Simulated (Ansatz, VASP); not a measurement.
**P in VASP and in Ansatz**

```
CELL_PARAMETERS angstrom
3.24594 0.00000 0.00000
-1.62297 2.81107 0.00000
0.00000 0.00000 3.19452
ATOMIC_POSITIONS crystal
P 0.33333 0.66667 0.25000
P 0.66667 0.33333 0.75000
```

Alike in both runs: functional PBEsol; k mesh 16 × 16 × 9; occupations fermi-dirac, width 0.08 eV; no spin polarisation.

Ansatz relaxed the structure, and its values are those at the end. VASP's run is a single point on that final structure, the one shown.

|  | VASP | Ansatz |
| --- | --- | --- |
| version | VASP 6.6.1 | Ansatz 0.2.0 |
| potentials or method | VASP PAW PBE potentials, release 64 (P) | PAW with Ansatz's default frozen-core files, scalar-relativistic |
| plane-wave cutoff (eV) | 520 | 420 |
| valence electrons in the cell | 10 | 10 |

Ansatz gave:

| Property | Result |
| --- | --- |
| pressure (GPa) | 0.0 |

Problem. Which values does VASP return?

Solution. Pressure (GPa): 0.1.

VASP's potentials were made for PBE, not for PBEsol.
